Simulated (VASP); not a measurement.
# Nb in VASP: single point with PBE

Aim: the single point of Nb with PBE.

Everything below comes from runs of VASP 6.6.1. Logs are shortened: lines on timing, memory, paths and dates and some standing lists are left out, and cuts for length are marked.

## (1) The cell of the first run

The cell holds a slab with vacuum, 3 atoms: a = 2.983 Å, b = 2.983 Å, c = 19.745 Å, α = 90.00°, β = 90.00°, γ = 90.00°.

## (2) Single point, PBE

The input, INCAR:

```
ALGO = Normal
DIPOL = 0.5 0.5 0.310
EDIFF = 1E-6
ENCUT = 400
GGA = PE
GGA_COMPAT = False
IDIPOL = 3
ISIF = 2
ISMEAR = 0
LASPH = True
LCHARG = True
LDIPOL = True
LELF = True
LREAL = False
LVACPOTAV = True
LVHAR = True
LWAVE = False
NBANDS = 26
NELM = 120
NELMDL = -8
PREC = Accurate
SIGMA = 0.1
```

The input, KPOINTS:

```
k-points
0
Gamma
  14 14 1
```

The input, POSCAR:

```
Nb
1.0
    2.9829001615      0.0000000000      0.0000000000
    0.0000000000      2.9829001615      0.0000000000
    0.0000000000      0.0000000000     19.7446861459
Nb
3
Direct
    0.5000000000      0.5000000000      0.2025861526
    0.0000000000      0.0000000000      0.3100743693
    0.5000000000      0.5000000000      0.4175648114
```

Potentials or basis: VASP PAW PBE potentials, release 64 (Nb_sv).

Run with:

```sh
$ cat potpaw_PBE.64/Nb_sv/POTCAR > POTCAR
$ mpirun -np 1 vasp_std > vasp.out
```

OUTCAR:

```text
EDIFF = 1E-6
   ENCUT = 400
   GGA = PE
   ISIF = 2
   ISMEAR = 0
   LASPH = True
   LREAL = False
   NELM = 120
   NELMDL = -8
   PREC = Accurate

 ion  position               nearest neighbor table
   1  0.500  0.500  0.203-   2 2.99   2 2.99   2 2.99   2 2.99
   2  0.000  0.000  0.310-   1 2.99   1 2.99   1 2.99   1 2.99   3 2.99   3 2.99   3 2.99   3 2.99

   3  0.500  0.500  0.418-   2 2.99   2 2.99   2 2.99   2 2.99

  LATTYP: Found a simple tetragonal cell.
 ALAT       =     2.9829001615
 C/A-ratio  =     6.6192916547

  Lattice vectors:

 A1 = (   2.9829001615,   0.0000000000,   0.0000000000)
 A2 = (   0.0000000000,   2.9829001615,   0.0000000000)
 A3 = (   0.0000000000,   0.0000000000,  19.7446861459)

Analysis of symmetry for initial positions (statically):
=====================================================================
 Subroutine PRICEL returns:
 Original cell was already a primitive cell.

 Routine SETGRP: Setting up the symmetry group for a
 simple tetragonal supercell.

 Subroutine GETGRP returns: Found 16 space group operations
 (whereof  8 operations were pure point group operations)
 out of a pool of 16 trial point group operations.

The static configuration has the point symmetry C_4v.
 The point group associated with its full space group is D_4h.

Analysis of symmetry for dynamics (positions and initial velocities):
=====================================================================
 Subroutine PRICEL returns:
 Original cell was already a primitive cell.

 Routine SETGRP: Setting up the symmetry group for a
 simple tetragonal supercell.

 Subroutine GETGRP returns: Found 16 space group operations
 (whereof  8 operations were pure point group operations)
 out of a pool of 16 trial point group operations.

The dynamic configuration has the point symmetry C_4v.
 The point group associated with its full space group is D_4h.

 Subroutine INISYM returns: Found 16 space group operations
 (whereof  8 operations are pure point group operations),
 and found     1 'primitive' translations

----------------------------------------------------------------------------------------

                                     Primitive cell

  volume of cell :     175.6822

  direct lattice vectors                    reciprocal lattice vectors
     2.982900161  0.000000000  0.000000000     0.335244207  0.000000000  0.000000000
     0.000000000  2.982900161  0.000000000     0.000000000  0.335244207  0.000000000
     0.000000000  0.000000000 19.744686146     0.000000000  0.000000000  0.050646538

  length of vectors
     2.982900161  2.982900161 19.744686146     0.335244207  0.335244207  0.050646538

  position of ions in fractional coordinates (direct lattice)
     0.500000000  0.500000000  0.202586153
     0.000000000  0.000000000  0.310074369
     0.500000000  0.500000000  0.417564811

  ion indices of the primitive-cell ions
   primitive index   ion index
                 1           1
                 2           2
                 3           3

----------------------------------------------------------------------------------------

 KPOINTS: k-points

Automatic generation of k-mesh.
 Grid dimensions read from file:
 generate k-points for:   14   14    1

 Generating k-lattice:

  Cartesian coordinates                     Fractional coordinates (reciprocal lattice)
     0.023946015  0.000000000  0.000000000     0.071428571  0.000000000  0.000000000
     0.000000000  0.023946015  0.000000000     0.000000000  0.071428571  0.000000000
     0.000000000  0.000000000  0.050646538     0.000000000  0.000000000  1.000000000

  Length of vectors
     0.023946015  0.023946015  0.050646538

  Shift w.r.t. Gamma in fractional coordinates (k-lattice)
     0.000000000  0.000000000  0.000000000

 Subroutine IBZKPT returns following result:
 ===========================================

 Found     36 irreducible k-points:

 Following reciprocal coordinates:
            Coordinates               Weight
  0.000000  0.000000  0.000000      1.000000
  0.071429  0.000000  0.000000      4.000000
  0.142857  0.000000  0.000000      4.000000
  0.214286  0.000000  0.000000      4.000000
  0.285714  0.000000  0.000000      4.000000
  0.357143  0.000000  0.000000      4.000000
[... 16 lines left out ...]
  0.285714  0.214286  0.000000      8.000000
  0.357143  0.214286  0.000000      8.000000
 [... further k-points ...]
   k-points           NKPTS =     36   k-points in BZ     NKDIM =     36   number of bands    NBANDS=     26
   number of dos      NEDOS =    301   number of ions     NIONS =      3
   total plane-waves  NPLWV =  56000
   dimension x,y,z NGX =    20 NGY =   20 NGZ =  140
   dimension x,y,z NGXF=    40 NGYF=   40 NGZF=  280
   ions per type =               3
   NGX,Y,Z   is equivalent  to a cutoff of  11.15, 11.15, 11.79 a.u.
   NGXF,Y,Z  is equivalent  to a cutoff of  22.29, 22.29, 23.58 a.u.
 SYSTEM =  unknown system
   PREC   = accura    normal or accurate (medium, high low for compatibility)
   ISTART =      0    job   : 0-new  1-cont  2-samecut
   ICHARG =      2    charge: 1-file 2-atom 10-const
   ISPIN  =      1    spin polarized calculation?
   LNONCOLLINEAR =      F non collinear calculations
   LSORBIT =      F    spin-orbit coupling
   LASPH  =      T    aspherical Exc in radial PAW
   ENCUT  =  400.0 eV  29.40 Ry    5.42 a.u.   4.86  4.86 32.20*2*pi/ulx,y,z
   NELM   =    120;   NELMIN=  2; NELMDL= -8     # of ELM steps
   EDIFF  = 0.1E-05   stopping-criterion for ELM
   LREAL  =      F    real-space projection
   EDIFFG = 0.1E-04   stopping-criterion for IOM
   NSW    =      0    number of steps for IOM
   IBRION =     -1    ionic relax: 0-MD 1-quasi-New 2-CG
   NFREE  =      0    steps in history (QN), initial steepest desc. (CG)
   ISIF   =      2    stress and relaxation
   ISYM   =      2    0-nonsym 1-usesym 2-fastsym
   POTIM  = 0.5000    time-step for ionic-motion
   TEBEG  =    0.0;   TEEND  =   0.0 temperature during run
   PSTRESS=    0.0 pullay stress
   NELECT =      39.0000    total number of electrons
   NUPDOWN=      -1.0000    fix difference up-down
   EMIN   =  10.00;   EMAX   =-10.00  energy-range for DOS
   EFERMI =   0.00;   METHOD = LEGACY
   ISMEAR =     0;   SIGMA  =   0.10  broadening in eV -4-tet -1-fermi 0-gaus
   EFERMI_NEDOS =   21; number of points for ismear=-14 and -15
   IALGO  =     38    algorithm
   IMIX   =      4    mixing-type and parameters
     AMIX     =   0.40;   BMIX     =  1.00
     AMIX_MAG =   1.60;   BMIX_MAG =  1.00
  volume/ion in A,a.u.               =      58.56       395.19
  Fermi-wavevector in a.u.,A,eV,Ry     =   0.991259  1.873208 13.369008  0.982594
  Thomas-Fermi vector in A             =   2.122988
   LORBIT       =      0    0 simple, 1 ext, 2 COOP (PROOUT), +10 PAW based schemes
   GGA     = PE    functional components
   LHFCALC =     F    Hartree Fock is set to
   AEXX    =    0.0000 exact exchange contribution
   IVDW    =     0    specifies the selected vdW correction
   LEPSILON=     F    determine dielectric tensor
   LRPA    =     F    only Hartree local field effects (RPA)
 non-spin polarized calculation
 Gauss-broadening in eV      SIGMA  =   0.10
  energy-cutoff  :      400.00
  volume of cell :      175.68
 maximum number of plane-waves:      3236
 NGX is ok and might be reduce to    20
   NGX =  9   NGY =  9   NGZ = 65

 dipolmoment           0.000000      0.000000      0.000149 electrons x Angstroem

 number of electron      39.0000011 magnetization

 dipolmoment           0.000000      0.000000     -0.000520 electrons x Angstroem

 Free energy of the ion-electron system (eV)
  ---------------------------------------------------
  ext. energy  EPLUGINS =         0.00000000
  ---------------------------------------------------
  free energy    TOTEN  =       -27.37424899 eV

  energy without entropy =      -27.34788154  energy(sigma->0) =      -27.36106527

 E-fermi :   0.7484     XC(G=0):  -5.1145

 val. band max:        0.7467732073   @ k =   0.4286   0.1429   0.0000
 cond. band min:       0.7533866148   @ k =   0.2143   0.0714   0.0000
 fundamental gap:      0.0066134075
 Fermi energy:         0.7483513067

 k-point     1 :       0.0000    0.0000    0.0000
  band No.  band energies     occupation
      1     -54.3171      2.00000
      2     -54.2617      2.00000
      3     -54.1299      2.00000
      4     -30.6833      2.00000
      5     -30.3908      2.00000
      6     -30.0712      2.00000
[... 18 lines left out ...]
     25       2.6966      0.00000
     26       2.7809      0.00000

 k-point     2 :       0.0714    0.0000    0.0000
  band No.  band energies     occupation
      1     -54.3121      2.00000
      2     -54.2585      2.00000
      3     -54.1286      2.00000
      4     -30.6743      2.00000
      5     -30.4004      2.00000
      6     -30.0922      2.00000
[... 18 lines left out ...]
     25       2.5949      0.00000
     26       2.9991      0.00000

 k-point     3 :       0.1429    0.0000    0.0000
  band No.  band energies     occupation
      1     -54.2977      2.00000
      2     -54.2497      2.00000
      3     -54.1254      2.00000
      4     -30.6499      2.00000
      5     -30.4350      2.00000
      6     -30.1480      2.00000
[... 18 lines left out ...]
     25       2.3255      0.00000
     26       3.4236      0.00000

 k-point     4 :       0.2143    0.0000    0.0000
  band No.  band energies     occupation
      1     -54.2761      2.00000
      2     -54.2369      2.00000
      3     -54.1215      2.00000
      4     -30.6207      2.00000
      5     -30.5031      2.00000
      6     -30.2451      2.00000
[... 18 lines left out ...]
     25       2.1201      0.00000
     26       3.1502      0.00000
[... 496 lines left out ...]
      1     -54.2397      2.00000
      2     -54.2123      2.00000
      3     -54.1090      2.00000
      4     -30.5515      2.00000
      5     -30.4890      2.00000
      6     -30.3250      2.00000
[... 18 lines left out ...]
     25       2.3613      0.00000
     26       2.5428      0.00000

 k-point    23 :       0.2857    0.2143    0.0000
  band No.  band energies     occupation
      1     -54.2175      2.00000
      2     -54.1981      2.00000
      3     -54.1030      2.00000
      4     -30.5388      2.00000
      5     -30.5358      2.00000
      6     -30.3966      2.00000
[... 18 lines left out ...]
     25       2.3918      0.00000
     26       2.6829      0.00000

 k-point    24 :       0.3571    0.2143    0.0000
  band No.  band energies     occupation
      1     -54.1965      2.00000
      2     -54.1851      2.00000
      3     -54.0988      2.00000
      4     -30.6200      2.00000
      5     -30.5780      2.00000
      6     -30.4816      2.00000
[... 18 lines left out ...]
     25       2.7477      0.00000
     26       2.8581      0.00000

 [... further k-points ...]

------------------------ aborting loop because EDIFF is reached ----------------------------------------

  FORCE on cell =-STRESS in cart. coord.  units (eV):
  Direction    XX          YY          ZZ          XY          YZ          ZX
  --------------------------------------------------------------------------------------
  -------------------------------------------------------------------------------------
  Total       -7.6111347     -7.6111347     -0.1853418      0.0000000     -0.0000000      0.0000000
  in kB      -69.4116421    -69.4116421     -1.6902712      0.0000000     -0.0000000      0.0000000
  external PRESSURE =     -46.8378518 kB  Pullay stress =       0.0000000 kB

 VOLUME and BASIS-vectors are now :
 -----------------------------------------------------------------------------
  energy-cutoff  :      400.00
  volume of cell :      175.68
      direct lattice vectors                 reciprocal lattice vectors
     2.982900161  0.000000000  0.000000000     0.335244207  0.000000000  0.000000000
     0.000000000  2.982900161  0.000000000     0.000000000  0.335244207  0.000000000
     0.000000000  0.000000000 19.744686146     0.000000000  0.000000000  0.050646538

 POSITION                                       TOTAL-FORCE (eV/Angst)
 -----------------------------------------------------------------------------------
      1.49145      1.49145      4.00000         0.000000     -0.000000     -0.017570
      0.00000      0.00000      6.12232         0.000000      0.000000     -0.000000
      1.49145      1.49145      8.24469         0.000000     -0.000000      0.017570
 -----------------------------------------------------------------------------------
    total drift:                                0.000000      0.000000     -0.141650

  FREE ENERGIE OF THE ION-ELECTRON SYSTEM (eV)
  ---------------------------------------------------
  free  energy   TOTEN  =       -27.3742489912 eV

  energy  without entropy=      -27.3478815435  energy(sigma->0) =      -27.36106527

 vacuum level on the upper side and lower side of the slab         5.151         5.162
```

It took 5.4 min on 1 thread of Intel Xeon 8259CL, shared host; peak memory 0.27 GiB.

Results:

| Item | Value |
| --- | --- |
| Free energy | -27.3742 eV |
| Largest force | 0.018 eV/Å |
| Band gap on the k mesh | zero (an odd number of electrons rules out a gap without spin polarisation) |

Forces in eV/Å, atoms in the order of the input:
```
Nb   0.000  0.000 -0.018
Nb   0.000  0.000  0.000
Nb   0.000  0.000  0.018
```
